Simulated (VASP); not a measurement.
Wanted: the native input for a VASP 6.6.1 run.

```yaml
Task: single point
Functional: PBE
Potentials_or_basis: VASP PAW PBE potentials, release 64 (In_d, Si, B)
Cutoff: 520 eV
k_mesh: 6 × 6 × 2
Occupations: gaussian, width 0.1 eV
Spin: no spin polarisation
Dipole_correction: no
Further_INCAR_settings: ALGO = Normal; EDIFF = 1e-06; NBANDS = 24
```

The structure of InSi2B3 lies in POSCAR:

```
InSi2B3
1.0
    3.5870279513     -0.0000000028      0.0000000000
   -1.7935139733      3.1064573313      0.0000000000
    0.0000000000      0.0000000000      7.6587957125
In Si B
1 2 3
Direct
    0.0000000000      0.0000000000      0.0000000000
    0.6666666667      0.3333333333      0.3174400372
    0.6666666667      0.3333333333      0.6825599628
    0.0000000000      0.0000000000      0.5000000000
    0.3333333333      0.6666666667      0.0000000000
    0.3333333333      0.6666666667      0.5000000000
```

The cell was built from a structure type or drawn by symmetry, and may not be a known phase.

One way to write it, as run:

INCAR

```
PREC     = Accurate       # precision mode
ENCUT    = 520            # plane-wave cutoff, eV
EDIFF    = 1E-6           # SCF threshold, eV
ISMEAR   = 0              # smearing method
SIGMA    = 0.1            # smearing width, eV
LREAL    = False          # projectors in reciprocal space
LASPH    = True           # aspherical terms in the spheres
NELM     = 60             # most SCF steps
ALGO     = Normal         # electronic algorithm
ISIF     = 2              # what is computed and relaxed
LWAVE    = False          # write WAVECAR
LCHARG   = True           # write CHGCAR
GGA      = PE             # functional
LELF     = True           # ELF
LVHAR    = True         
NBANDS   = 24             # bands
```

KPOINTS

```
regular mesh
0
Gamma
  6 6 2
```

Potentials or basis: VASP PAW PBE potentials, release 64 (In_d, Si, B).

Command:

```sh
$ cat potpaw_PBE.64/In_d/POTCAR potpaw_PBE.64/Si/POTCAR potpaw_PBE.64/B/POTCAR > POTCAR
$ mpirun -np 1 vasp_std > vasp.out
```

It gave:

The pressure is -0.1 GPa. The largest force is 0.003 eV/Å and the band gap on the k mesh is zero (bands 15 and 16 overlap by 2.96 eV).

Caveat: the k points lie up to 0.41 Å⁻¹ apart, too coarse for converged energies and pressures of a metal; spin-orbit coupling is left out, which moves the levels of the heavy elements.

Wall time 24 s on 1 thread of AMD EPYC 9R45 96-Core Processor (Zen 5), with other jobs on the host, peak memory 0.18 GiB.
